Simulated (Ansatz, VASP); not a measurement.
# Ta in VASP and in Ansatz

INCAR

```
SYSTEM = Ta
ALGO     = Normal         ! electronic algorithm
EDIFF    = 1E-6           ! SCF threshold, eV
ENCUT    = 520            ! plane-wave cutoff, eV
ISIF     = 2              ! what is computed and relaxed
ISMEAR   = -1             ! smearing method
LASPH    = .True.         ! aspherical terms in the spheres
LCHARG   = .True.         ! write CHGCAR
LELF     = .True.         ! ELF
LREAL    = .False.        ! projectors in reciprocal space
LVHAR    = .True.       
LWAVE    = .False.        ! write WAVECAR
NBANDS   = 12             ! bands
NELM     = 100            ! most SCF steps
PREC     = Accurate       ! precision mode
SIGMA    = 0.6            ! smearing width, eV
```

Contents of KPOINTS:

```
k-points
0
Gamma
  14 14 14
  0 0 0
```

POSCAR

```
Ta
1.0
   -1.6276710318      1.6276710318      1.6276710318
    1.6276710318     -1.6276710318      1.6276710318
    1.6276710318      1.6276710318     -1.6276710318
Ta
1
Direct
    0.0000000000      0.0000000000      0.0000000000
```

Input for Ansatz:

```yaml
crystal:
  lattice:
    - [-1.6276710318, 1.6276710318, 1.6276710318]
    - [1.6276710318, -1.6276710318, 1.6276710318]
    - [1.6276710318, 1.6276710318, -1.6276710318]
  atoms:
    - { symbol: Ta, position: [0.0, 0.0, 0.0] }
hamiltonian:
  xc: lda
  pseudopotentials:
    kind: paw
    azcp:
      Ta: "pseudopotentials/Ta.paw.azcp"
basis:
  ecutwfc: 420
  fft_grid_basis: typed
kpoints:
  mp_grid: { grid: [14, 14, 14], shift: [0, 0, 0] }
magnetization:
  spin_polarized: false
scf:
  occupations: { method: fermi_dirac, width: 0.6 }
  lower_state_search: "off"
output:
  stress: true
```

Alike in both runs: task single point; functional LDA; k mesh 14 × 14 × 14; occupations fermi-dirac, width 0.6 eV; no spin polarisation.

|  | VASP | Ansatz |
| --- | --- | --- |
| version | VASP 6.6.1 | Ansatz 0.2.0 |
| potentials or method | VASP PAW LDA potentials, release 64 (Ta_pv), cutoff 520 eV | plane waves (420 eV) with PAW, scalar-relativistic |
| valence electrons in the cell | 11 | 13 |

|  | VASP | Ansatz | Ansatz less VASP |
| --- | --- | --- | --- |
| pressure (GPa) | 6.2 | 5.3 | -0.91 |

Ansatz warns that its potentials were made for another functional, while VASP's fit it. LDA's correlation is that of Perdew and Zunger in VASP and of Perdew and Wang (1992) in Ansatz. VASP's potentials hold 11 valence electrons a cell and Ansatz's 13, so a difference there can come from the potentials and not from the codes.

Spin-orbit coupling is off throughout.
